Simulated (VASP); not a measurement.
Input of a VASP 6.6.1 run:

File INCAR:

```
SYSTEM = LaIn15O24
PREC     = Accurate       ! precision mode
ENCUT    = 520            ! plane-wave cutoff, eV
EDIFF    = 1E-6           ! SCF threshold, eV
ISMEAR   = -1             ! smearing method
SIGMA    = 0.01           ! smearing width, eV
LREAL    = Auto         
LASPH    = .TRUE.         ! aspherical terms in the spheres
NELM     = 100            ! most SCF steps
ALGO     = Normal         ! electronic algorithm
ISIF     = 2              ! what is computed and relaxed
LWAVE    = .FALSE.        ! write WAVECAR
LCHARG   = .FALSE.        ! write CHGCAR
GGA      = PE             ! functional
NBANDS   = 201            ! bands
LUSENCCL = .FALSE.
```

Contents of KPOINTS:

```
Automatic mesh
0
G
  3 3 3
  0 0 0
```

File POSCAR:

```
LaIn15O24
1.0
   -5.4870000000     -3.1679209270      4.8366666667
    5.4870000000     -3.1679209270      4.8366666667
    0.0000000000      6.3358418540      4.8366666667
La In O
1 15 24
Direct
    0.3769106642      0.3769106642      0.3769106642
    0.8589227772      0.8583888302      0.3573806270
    0.8583888302      0.3573806270      0.8589227772
    0.3573806270      0.8589227772      0.8583888302
    0.1453276256      0.1453276256      0.1453276256
    0.6469987712      0.6466711785      0.1360618307
    0.6466711785      0.1360618307      0.6469987712
    0.1360618307      0.6469987712      0.6466711785
    0.6435383682      0.6435383682      0.6435383682
    0.1379811457      0.1398310477      0.6454633634
    0.1398310477      0.6454633634      0.1379811457
    0.6454633634      0.1379811457      0.1398310477
    0.8589265903      0.8589265903      0.8589265903
    0.3545612762      0.3570587417      0.8610762947
    0.3570587417      0.8610762947      0.3545612762
    0.8610762947      0.3545612762      0.3570587417
    0.5961418714      0.3968560033      0.7424899270
    0.1018839197      0.8966525478      0.7515846138
    0.0987529363      0.4014590093      0.2452966921
    0.6047987626      0.8974772426      0.2507910061
    0.7424899270      0.5961418714      0.3968560033
    0.2452966921      0.0987529363      0.4014590093
    0.2507910061      0.6047987626      0.8974772426
    0.7515846138      0.1018839197      0.8966525478
    0.3968560033      0.7424899270      0.5961418714
    0.8974772426      0.2507910061      0.6047987626
    0.8966525478      0.7515846138      0.1018839197
    0.4014590093      0.2452966921      0.0987529363
    0.3989137753      0.6235193227      0.2271831362
    0.9024220508      0.0990822237      0.2452428062
    0.8938698362      0.6023947743      0.7558600259
    0.3974646473      0.1009705201      0.7437932168
    0.2271831362      0.3989137753      0.6235193227
    0.7558600259      0.8938698362      0.6023947743
    0.7437932168      0.3974646473      0.1009705201
    0.2452428062      0.9024220508      0.0990822237
    0.6235193227      0.2271831362      0.3989137753
    0.1009705201      0.7437932168      0.3974646473
    0.0990822237      0.2452428062      0.9024220508
    0.6023947743      0.7558600259      0.8938698362
```

Potentials or basis: VASP PAW PBE potentials, release 64 (La, In_d, O).

The run is started by

```console
$ cat potpaw_PBE.64/La/POTCAR potpaw_PBE.64/In_d/POTCAR potpaw_PBE.64/O/POTCAR > POTCAR
$ mpirun -np 1 vasp_std > vasp.out
```

(1) Estimate the band gap on the k mesh.

(2) Estimate the pressure.

(3) Estimate the largest force.

## Answers

(1) 1.42 eV.

(2) 12.2 GPa.

(3) 0.053 eV/Å.

Caveat: spin-orbit coupling is left out, which moves the levels of the heavy elements.
